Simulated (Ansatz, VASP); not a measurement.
One calculation of ZnO, two programs

```xyz
4
Lattice="3.2800 0.0000 0.0000 -1.6400 2.8406 0.0000 0.0000 0.0000 5.2911" Properties=species:S:1:pos:R:3 pbc="T T T"
Zn    0.0000    0.0000   -0.0110
Zn    0.0000    1.8937    2.6346
O     0.0000    0.0000    1.9952
O     0.0000    1.8937    4.6407
```

Alike in both runs: functional PBE; k mesh 12 × 12 × 6; occupations gaussian, width 0.02 eV; no spin polarisation.

Ansatz relaxed the structure, and its values are those at the end. VASP's run is a single point on that final structure, the one shown.

|  | VASP | Ansatz |
| --- | --- | --- |
| version | VASP 6.6.1 | Ansatz 0.2.0 |
| potentials or method | VASP PAW PBE potentials, release 64 (Zn, O), cutoff 520 eV | scalar-relativistic, plane waves, PAW |
| valence electrons in the cell | 36 | 36 |

```tsv
	VASP	Ansatz	Ansatz less VASP
gap on the k mesh at the Fermi level (eV)	0.73	0.74	+0.016
least direct gap on the mesh (eV)	0.73	0.74	+0.016
pressure (GPa)	0.9	0.0	-0.90
```
